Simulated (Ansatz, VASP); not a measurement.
Nb: VASP beside Ansatz

INCAR

```
ALGO = Fast ; EDIFF = 1E-6
ENCUT = 520 ; GGA = PE
ISIF = 2 ; ISMEAR = 0
LASPH = T ; LCHARG = F
LREAL = F ; LWAVE = F
NBANDS = 12 ; NELM = 100
PREC = Accurate ; SIGMA = 0.15
```

Contents of KPOINTS:

```
k-points
0
Gamma
  20 20 20
```

Contents of POSCAR:

```
Nb
1.0
   -1.6639500000      1.6639500000      1.7471475000
    1.6639500000     -1.6639500000      1.7471475000
    1.6639500000      1.6639500000     -1.7471475000
Nb
1
Direct
    0.0000000000      0.0000000000      0.0000000000
```

Input for Ansatz:

```yaml
crystal:
  lattice:
    - [-1.66395, 1.66395, 1.7471475]
    - [1.66395, -1.66395, 1.7471475]
    - [1.66395, 1.66395, -1.7471475]
  atoms:
    - { symbol: Nb, position: [0.0, 0.0, 0.0] }
basis:
  ecutwfc: 420
kpoints:
  mp_grid: { grid: [20, 20, 20] }
hamiltonian:
  xc: pbe
scf:
  occupations: { method: gaussian, width: 0.15 }
output:
  forces: true
  stress: true
  eigenvalues: true
```

Change from the starting cell: strain +0.000 along x and y, +0.050 along z, atoms carried along.

Alike in both runs: task single point; functional PBE; k mesh 20 × 20 × 20; occupations gaussian, width 0.15 eV; no spin polarisation.

|  | VASP | Ansatz |
| --- | --- | --- |
| version | VASP 6.6.1 | Ansatz 0.2.0 |
| potentials or method | VASP PAW PBE potentials, release 64 (Nb_sv), cutoff 520 eV | scalar-relativistic, plane waves, PAW |
| valence electrons in the cell | 13 | 13 |

```tsv
	VASP	Ansatz	Ansatz less VASP
gap on the k mesh at the Fermi level (eV)	none	none	-
pressure (GPa)	-9.9	-9.6	+0.30
traceless stress, the component that is largest in VASP (GPa)	-3.11	-3.13	-0.020
```

A gap of «none» marks a metal or a gap that the smearing closes.
